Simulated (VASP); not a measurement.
# Ti (R-3m) in VASP: notebook

The runs below take Ti through single point, with PBEsol.

All numbers are computed with VASP 6.6.1; they aren't measurements. Logs are shortened: lines on timing, memory, paths and dates and some standing lists are left out, and cuts for length are marked.

**1. The cell of the first run**

It takes space group R-3m (No. 166, trigonal). Conventional cell: a = 3.947 Å, b = 3.947 Å, c = 9.669 Å, α = 90.00°, β = 90.00°, γ = 120.00°. Ti (site symmetry 3m) has 1 Ti at 1.69 Å within 2.2 Å.

**2. Single point, PBEsol (shortest bond scaled by 0.7)**

INCAR reads:

```
PREC = Accurate
ENCUT = 500
EDIFF = 1E-6
ISMEAR = -1
SIGMA = 0.05
LREAL = F
LASPH = T
NELM = 120
ALGO = Normal
ISIF = 2
LWAVE = F
LCHARG = F
GGA = PS
NBANDS = 19
GGA_COMPAT = F
```

KPOINTS reads:

```
Automatic mesh
0
Gamma
  9 9 9
```

POSCAR reads:

```
Ti
1.0
    0.0000000000      2.7912246522      2.7912246522
    2.7912246522      0.0000000000      2.7912246522
    2.7912246522      2.7912246522      0.0000000000
Ti
2
Direct
   -0.2375000000     -0.0875000000     -0.0875000000
    0.2375000000      0.0875000000      0.0875000000
```

Potentials or basis: VASP PAW PBE potentials, release 64 (Ti_sv).

Launch:

```bash
> cat potpaw_PBE.64/Ti_sv/POTCAR > POTCAR
> mpirun -np 1 vasp_std > vasp.out
```

OUTCAR:

```text
PREC = Accurate
   ENCUT = 500
   EDIFF = 1E-6
   ISMEAR = -1
   LREAL = F
   LASPH = T
   NELM = 120
   ISIF = 2
   GGA = PS

 ion  position               nearest neighbor table
   1  0.763  0.913  0.913-   2 1.69   2 2.75   2 2.75   2 2.75
   2  0.237  0.087  0.087-   1 1.69   1 2.75   1 2.75   1 2.75

  LATTYP: Found a face centered cubic cell.
 ALAT       =     5.5824493044

  Lattice vectors:

 A1 = (   0.0000000000,   2.7912246522,   2.7912246522)
 A2 = (   2.7912246522,   0.0000000000,   2.7912246522)
 A3 = (   2.7912246522,   2.7912246522,   0.0000000000)

Analysis of symmetry for initial positions (statically):
=====================================================================
 Subroutine PRICEL returns:
 Original cell was already a primitive cell.

 Routine SETGRP: Setting up the symmetry group for a
 face centered cubic supercell.

 Subroutine GETGRP returns: Found 12 space group operations
 (whereof  4 operations were pure point group operations)
 out of a pool of 48 trial point group operations.

The static configuration has the point symmetry C_2h.
 The point group associated with its full space group is D_3d.

Analysis of symmetry for dynamics (positions and initial velocities):
=====================================================================
 Subroutine PRICEL returns:
 Original cell was already a primitive cell.

 Routine SETGRP: Setting up the symmetry group for a
 face centered cubic supercell.

 Subroutine GETGRP returns: Found 12 space group operations
 (whereof  4 operations were pure point group operations)
 out of a pool of 48 trial point group operations.

The dynamic configuration has the point symmetry C_2h.
 The point group associated with its full space group is D_3d.

 Subroutine INISYM returns: Found 12 space group operations
 (whereof  4 operations are pure point group operations),
 and found     1 'primitive' translations

----------------------------------------------------------------------------------------

                                     Primitive cell

  volume of cell :      43.4925

  direct lattice vectors                    reciprocal lattice vectors
     0.000000000  2.791224652  2.791224652    -0.179132840  0.179132840  0.179132840
     2.791224652  0.000000000  2.791224652     0.179132840 -0.179132840  0.179132840
     2.791224652  2.791224652  0.000000000     0.179132840  0.179132840 -0.179132840

  length of vectors
     3.947387759  3.947387759  3.947387759     0.310267181  0.310267181  0.310267181

  position of ions in fractional coordinates (direct lattice)
     0.762500000  0.912500000  0.912500000
     0.237500000  0.087500000  0.087500000

  ion indices of the primitive-cell ions
   primitive index   ion index
                 1           1
                 2           2

----------------------------------------------------------------------------------------

 KPOINTS: Automatic mesh

Automatic generation of k-mesh.
 Grid dimensions read from file:
 generate k-points for:    9    9    9

 Generating k-lattice:

  Cartesian coordinates                     Fractional coordinates (reciprocal lattice)
    -0.019903649  0.019903649  0.019903649     0.111111111  0.000000000  0.000000000
     0.019903649 -0.019903649  0.019903649     0.000000000  0.111111111  0.000000000
     0.019903649  0.019903649 -0.019903649     0.000000000  0.000000000  0.111111111

  Length of vectors
     0.034474131  0.034474131  0.034474131

  Shift w.r.t. Gamma in fractional coordinates (k-lattice)
     0.000000000  0.000000000  0.000000000

 Subroutine IBZKPT returns following result:
 ===========================================

 Found     85 irreducible k-points:

 Following reciprocal coordinates:
            Coordinates               Weight
  0.000000  0.000000  0.000000      1.000000
  0.111111  0.000000  0.000000      2.000000
  0.000000  0.111111  0.000000      6.000000
  0.222222  0.000000  0.000000      2.000000
  0.000000  0.222222  0.000000      6.000000
  0.333333  0.000000  0.000000      2.000000
[... 16 lines left out ...]
 -0.333333  0.111111  0.000000      6.000000
  0.000000 -0.333333  0.111111     12.000000
 [... further k-points ...]
   k-points           NKPTS =     85   k-points in BZ     NKDIM =     85   number of bands    NBANDS=     19
   number of dos      NEDOS =    301   number of ions     NIONS =      2
   total plane-waves  NPLWV =  27000
   dimension x,y,z NGX =    30 NGY =   30 NGZ =   30
   dimension x,y,z NGXF=    60 NGYF=   60 NGZF=   60
   ions per type =               2
   NGX,Y,Z   is equivalent  to a cutoff of  12.63, 12.63, 12.63 a.u.
   NGXF,Y,Z  is equivalent  to a cutoff of  25.27, 25.27, 25.27 a.u.
 SYSTEM =  unknown system
   PREC   = accura    normal or accurate (medium, high low for compatibility)
   ISTART =      0    job   : 0-new  1-cont  2-samecut
   ICHARG =      2    charge: 1-file 2-atom 10-const
   ISPIN  =      1    spin polarized calculation?
   LNONCOLLINEAR =      F non collinear calculations
   LSORBIT =      F    spin-orbit coupling
   LASPH  =      T    aspherical Exc in radial PAW
   ENCUT  =  500.0 eV  36.75 Ry    6.06 a.u.   7.20  7.20  7.20*2*pi/ulx,y,z
   NELM   =    120;   NELMIN=  2; NELMDL= -5     # of ELM steps
   EDIFF  = 0.1E-05   stopping-criterion for ELM
   LREAL  =      F    real-space projection
   EDIFFG = 0.1E-04   stopping-criterion for IOM
   NSW    =      0    number of steps for IOM
   IBRION =     -1    ionic relax: 0-MD 1-quasi-New 2-CG
   NFREE  =      0    steps in history (QN), initial steepest desc. (CG)
   ISIF   =      2    stress and relaxation
   ISYM   =      2    0-nonsym 1-usesym 2-fastsym
   POTIM  = 0.5000    time-step for ionic-motion
   TEBEG  =    0.0;   TEEND  =   0.0 temperature during run
   PSTRESS=    0.0 pullay stress
   NELECT =      24.0000    total number of electrons
   NUPDOWN=      -1.0000    fix difference up-down
   EMIN   =  10.00;   EMAX   =-10.00  energy-range for DOS
   EFERMI =   0.00;   METHOD = LEGACY
   ISMEAR =    -1;   SIGMA  =   0.05  broadening in eV -4-tet -1-fermi 0-gaus
   EFERMI_NEDOS =   21; number of points for ismear=-14 and -15
   IALGO  =     38    algorithm
   IMIX   =      4    mixing-type and parameters
     AMIX     =   0.40;   BMIX     =  1.00
     AMIX_MAG =   1.60;   BMIX_MAG =  1.00
  volume/ion in A,a.u.               =      21.75       146.75
  Fermi-wavevector in a.u.,A,eV,Ry     =   1.342787  2.537499 24.532350  1.803077
  Thomas-Fermi vector in A             =   2.470913
   LORBIT       =      0    0 simple, 1 ext, 2 COOP (PROOUT), +10 PAW based schemes
   GGA     = PS    functional components
   LHFCALC =     F    Hartree Fock is set to
   AEXX    =    0.0000 exact exchange contribution
   IVDW    =     0    specifies the selected vdW correction
   LEPSILON=     F    determine dielectric tensor
   LRPA    =     F    only Hartree local field effects (RPA)
 non-spin polarized calculation
  energy-cutoff  :      500.00
  volume of cell :       43.49
 maximum number of plane-waves:      1125
 NGX is ok and might be reduce to    30
   NGX = 15   NGY = 15   NGZ = 15

 number of electron      23.9999996 magnetization

 Free energy of the ion-electron system (eV)
  ---------------------------------------------------
  ext. energy  EPLUGINS =         0.00000000
  ---------------------------------------------------
  free energy    TOTEN  =       -11.22109437 eV

  energy without entropy =      -11.20454569  energy(sigma->0) =      -11.21282003

 E-fermi :   5.3311     XC(G=0): -10.1284

 val. band max:        5.3300901662   @ k =   0.0000  -0.3333   0.3333
 cond. band min:       5.3359129778   @ k =   0.1111   0.0000   0.2222
 fundamental gap:      0.0058228115
 Fermi energy:         5.3311050670

 k-point     1 :       0.0000    0.0000    0.0000
  band No.  band energies     occupation
      1     -51.9277      2.00000
      2     -48.9607      2.00000
      3     -30.0981      2.00000
      4     -27.3580      2.00000
      5     -27.3580      2.00000
      6     -26.0805      2.00000
[... 11 lines left out ...]
     18      10.2761      0.00000
     19      10.2761      0.00000

 k-point     2 :       0.1111    0.0000    0.0000
  band No.  band energies     occupation
      1     -51.9180      2.00000
      2     -48.9762      2.00000
      3     -30.0683      2.00000
      4     -27.3872      2.00000
      5     -27.3872      2.00000
      6     -26.0466      2.00000
[... 11 lines left out ...]
     18      10.6446      0.00000
     19      10.6446      0.00000

 k-point     3 :       0.0000    0.1111    0.0000
  band No.  band energies     occupation
      1     -51.9242      2.00000
      2     -48.9658      2.00000
      3     -30.0888      2.00000
      4     -27.3833      2.00000
      5     -27.3553      2.00000
      6     -26.0850      2.00000
[... 11 lines left out ...]
     18      10.2103      0.00000
     19      10.2770      0.00000

 k-point     4 :       0.2222    0.0000    0.0000
  band No.  band energies     occupation
      1     -51.8929      2.00000
      2     -49.0159      2.00000
      3     -29.9916      2.00000
      4     -27.4553      2.00000
      5     -27.4553      2.00000
      6     -25.9666      2.00000
[... 11 lines left out ...]
     18      11.3027      0.00000
     19      11.3027      0.00000

 k-point     5 :       0.0000    0.2222    0.0000
  band No.  band energies     occupation
      1     -51.9153      2.00000
      2     -48.9789      2.00000
      3     -30.0648      2.00000
      4     -27.4454      2.00000
      5     -27.3483      2.00000
      6     -26.0966      2.00000
[... 11 lines left out ...]
     18      10.0224      0.00000
     19      10.0619      0.00000
[... 334 lines left out ...]
      2     -49.0088      2.00000
      3     -30.0085      2.00000
      4     -27.5582      2.00000
      5     -27.3524      2.00000
      6     -26.1020      2.00000
[... 11 lines left out ...]
     18       9.4273      0.00000
     19      10.9062      0.00000

 k-point    22 :       0.1111    0.0000   -0.4444
  band No.  band energies     occupation
      1     -51.8917      2.00000
      2     -49.0141      2.00000
      3     -29.9984      2.00000
      4     -27.5576      2.00000
      5     -27.3698      2.00000
      6     -26.0785      2.00000
[... 11 lines left out ...]
     18       9.7213      0.00000
     19      10.8395      0.00000

 k-point    23 :      -0.3333    0.1111    0.0000
  band No.  band energies     occupation
      1     -51.8568      2.00000
      2     -49.0718      2.00000
      3     -29.8841      2.00000
      4     -27.5607      2.00000
      5     -27.5200      2.00000
      6     -25.8907      2.00000
[... 11 lines left out ...]
     18      11.6287      0.00000
     19      12.1950      0.00000

 k-point    24 :       0.0000   -0.3333    0.1111
  band No.  band energies     occupation
      1     -51.9015      2.00000
      2     -48.9990      2.00000
      3     -30.0279      2.00000
      4     -27.5170      2.00000
      5     -27.3590      2.00000
      6     -26.0929      2.00000
[... 11 lines left out ...]
     18       9.3644      0.00000
     19      10.3393      0.00000

 [... further k-points ...]

------------------------ aborting loop because EDIFF is reached ----------------------------------------

  FORCE on cell =-STRESS in cart. coord.  units (eV):
  Direction    XX          YY          ZZ          XY          YZ          ZX
  --------------------------------------------------------------------------------------
  -------------------------------------------------------------------------------------
  Total        6.0365984      6.0365984      6.0365984     -8.8461889      8.8461889     -8.8461889
  in kB      222.3762987    222.3762987    222.3762987   -325.8760314    325.8760314   -325.8760314
  external PRESSURE =     222.3762987 kB  Pullay stress =       0.0000000 kB

 VOLUME and BASIS-vectors are now :
 -----------------------------------------------------------------------------
  energy-cutoff  :      500.00
  volume of cell :       43.49
      direct lattice vectors                 reciprocal lattice vectors
     0.000000000  2.791224652  2.791224652    -0.179132840  0.179132840  0.179132840
     2.791224652  0.000000000  2.791224652     0.179132840 -0.179132840  0.179132840
     2.791224652  2.791224652  0.000000000     0.179132840  0.179132840 -0.179132840

 POSITION                                       TOTAL-FORCE (eV/Angst)
 -----------------------------------------------------------------------------------
      5.09398      4.67530      4.67530        -6.967945      6.967945      6.967945
      0.48846      0.90715      0.90715         6.967945     -6.967945     -6.967945
 -----------------------------------------------------------------------------------
    total drift:                               -0.000000     -0.000000     -0.000000

  FREE ENERGIE OF THE ION-ELECTRON SYSTEM (eV)
  ---------------------------------------------------
  free  energy   TOTEN  =       -11.2210943691 eV

  energy  without entropy=      -11.2045456863  energy(sigma->0) =      -11.21282003
```

Run time: 45 s. Hardware: 1 thread of Intel Xeon 6975P-C (Granite Rapids), shared host; peak memory 0.2 GiB.

Results:

```
Free energy            : -11.2211 eV
Pressure               : 22.2 GPa
Largest force          : 12.069 eV/Å
Band gap on the k mesh : zero (bands 12 and 13 overlap by 0.99 eV)
```

Forces on the atoms (eV/Å):
```
Ti  -6.968  6.968  6.968
Ti   6.968 -6.968 -6.968
```

Stress tensor (GPa, compression positive):
```
 22.24 -32.59 -32.59
-32.59  22.24  32.59
-32.59  32.59  22.24
```

Levels at points of the mesh, in eV from the Fermi level:
| k point | band 8 | band 9 | band 10 | band 11 | band 12 | band 13 | band 14 | band 15 | band 16 | band 17 |
| --- | --- | --- | --- | --- | --- | --- | --- | --- | --- | --- |
| (0.00, 0.00, 0.00) | -28.32 | -4.51 | -0.67 | -0.67 | 0.15 | 0.15 | 1.36 | 2.76 | 2.76 | 3.38 |

Caveat: the cell differs from its parent crystal (shortest bond scaled by 0.7); atoms lie so close that the PAW spheres overlap strongly, which falsifies energies and pressures; the cell stands under pressure; the PAW data sets were made with another functional, which shifts forces and pressure a little.

(Part 1 of 2 ends here.)
